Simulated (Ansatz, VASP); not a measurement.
One calculation of SnTe, two programs

INCAR

```
SYSTEM = SnTe
PREC     = Accurate       ! precision mode
ENCUT    = 520            ! plane-wave cutoff, eV
EDIFF    = 1E-6           ! SCF threshold, eV
ISMEAR   = 0              ! smearing method
SIGMA    = 0.03           ! smearing width, eV
LREAL    = .FALSE.        ! projectors in reciprocal space
LASPH    = .TRUE.         ! aspherical terms in the spheres
NELM     = 80             ! most SCF steps
ALGO     = Normal         ! electronic algorithm
ISIF     = 2              ! what is computed and relaxed
LWAVE    = .FALSE.        ! write WAVECAR
LCHARG   = .TRUE.         ! write CHGCAR
GGA      = CA             ! functional
LELF     = .TRUE.         ! ELF
LVHAR    = .TRUE.       
NBANDS   = 17             ! bands
```

The input KPOINTS:

```
Automatic mesh
0
G
  10 10 10
  0 0 0
```

File POSCAR:

```
SnTe
1.0
    0.0000000000      3.1548899906      3.0458963612
    3.1548899906      0.0000000000      3.0458963612
    3.1548899906      3.1548899906      0.0000000000
Sn Te
1 1
Direct
    0.0181654424     -0.0181654424     -0.0181654424
    0.4831001593      0.5168998407      0.5168998407
```

Input for Ansatz:

```yaml
crystal:
  lattice:
    - [0.0, 3.1548899906, 3.0458963612]
    - [3.1548899906, 0.0, 3.0458963612]
    - [3.1548899906, 3.1548899906, 0.0]
  atoms:
    - { symbol: Sn, position: [0.0181654424, -0.0181654424, -0.0181654424] }
    - { symbol: Te, position: [0.4831001593, 0.5168998407, 0.5168998407] }
basis:
  ecutwfc: 420
kpoints:
  mp_grid: { grid: [10, 10, 10] }
hamiltonian:
  xc: lda
  pseudopotentials: { kind: paw }
scf:
  occupations: { method: gaussian, width: 0.03 }
output:
  forces: true
  stress: true
  eigenvalues: true
```

Change from the starting cell: mode 4 frozen in at -0.113 Å, strain +e along z and -e/2 along x and y -0.0233.

Alike in both runs: task single point; functional LDA; k mesh 10 × 10 × 10; occupations gaussian, width 0.03 eV; no spin polarisation.

|  | VASP | Ansatz |
| --- | --- | --- |
| version | VASP 6.6.1 | Ansatz 0.2.0 |
| potentials or method | VASP PAW LDA potentials, release 64 (Sn_d, Te), cutoff 520 eV | scalar-relativistic, plane waves, PAW |
| valence electrons in the cell | 20 | 30 |

VASP gave:

| Property | Result |
| --- | --- |
| gap on the k mesh at the Fermi level (eV) | 0.44 |
| least direct gap on the mesh (eV) | 0.54 |
| pressure (GPa) | 0.9 |
| traceless stress, the component that is largest in VASP (GPa) | 3.02 |
| rms of the force components (eV/Å) | 0.109 |

Problem. Which values does Ansatz return?

Solution. gap on the k mesh at the Fermi level (eV): 0.45; least direct gap on the mesh (eV): 0.56; pressure (GPa): 0.8; traceless stress, the component that is largest in VASP (GPa): 3.00; rms of the force components (eV/Å): 0.102.

LDA's correlation is that of Perdew and Zunger in VASP and of Perdew and Wang (1992) in Ansatz. Atom by atom the forces differ by 0.007 eV/Å (rms over components). VASP's potentials hold 20 valence electrons a cell and Ansatz's 30, so a difference there can come from the potentials and not from the codes.

Spin-orbit coupling is off throughout.
